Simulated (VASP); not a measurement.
**GaGe: single point with PBE**

The system is GaGe.

```xyz
2
Lattice="0.0000 2.8784 2.8784 2.8784 0.0000 2.8784 2.8784 2.8784 0.0000" Properties=species:S:1:pos:R:3 pbc="T T T"
Ga    4.3176    4.3176    4.3176
Ge    0.0000    0.0000    0.0000
```

```
Program             : VASP 6.6.1
Task                : single point
Functional          : PBE
Potentials or basis : VASP PAW PBE potentials, release 64 (Ga_d, Ge_d)
Cutoff              : 520 eV
k mesh              : 7 × 7 × 7
Occupations         : fermi-dirac, width 0.1 eV
Spin                : no spin polarisation
```

| Item | Value |
| --- | --- |
| Pressure | 1.4 GPa |

Levels at points of the mesh, in eV from the Fermi level:
```
           k point  band 11  band 12  band 13  band 14  band 15  band 16  band 17  band 18
(0.00, 0.00, 0.00)   -10.60     1.77     1.77     1.77     2.30     4.45     4.45     4.45
```

Run time: 31 s on 1 thread of Intel Xeon 8259CL, with other jobs on the host, peak memory 0.17 GiB.
